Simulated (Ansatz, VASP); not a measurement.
## ZrSc3F2: VASP beside Ansatz

```
Zr Sc F
1.0
     2.96948    0.00000    0.00000
     0.00000    5.26121    0.00000
     0.00000    0.00000    8.24324
Zr Sc F
1 3 2
Direct
  0.50000 0.00000 0.00000
  0.00000 0.00000 0.32514
  0.00000 0.00000 0.67486
  0.00000 0.50000 0.00000
  0.50000 0.78029 0.50000
  0.50000 0.21971 0.50000
```

Alike in both runs: functional PBE; k mesh 6 × 4 × 2; occupations gaussian, width 0.1 eV; no spin polarisation.

Ansatz relaxed the structure, and its values are those at the end. VASP's run is a single point on that final structure, the one shown.

|  | VASP | Ansatz |
| --- | --- | --- |
| version | VASP 6.6.1 | Ansatz 0.2.0 |
| potentials or method | VASP PAW PBE potentials, release 64 (Zr_sv, Sc_sv, F), cutoff 520 eV | scalar-relativistic, plane waves, PAW |
| valence electrons in the cell | 59 | 59 |

VASP gave:

| Property | Result |
| --- | --- |
| gap on the k mesh at the Fermi level (eV) | none |
| pressure (GPa) | 0.0 |
| rms of the force components (eV/Å) | 0.021 |

What did Ansatz give for the same quantities?

gap on the k mesh at the Fermi level (eV): none; pressure (GPa): 0.0; rms of the force components (eV/Å): 0.003.

A gap of «none» marks a metal or a gap that the smearing closes.

The k mesh is coarse, so the values compare programs but aren't converged.
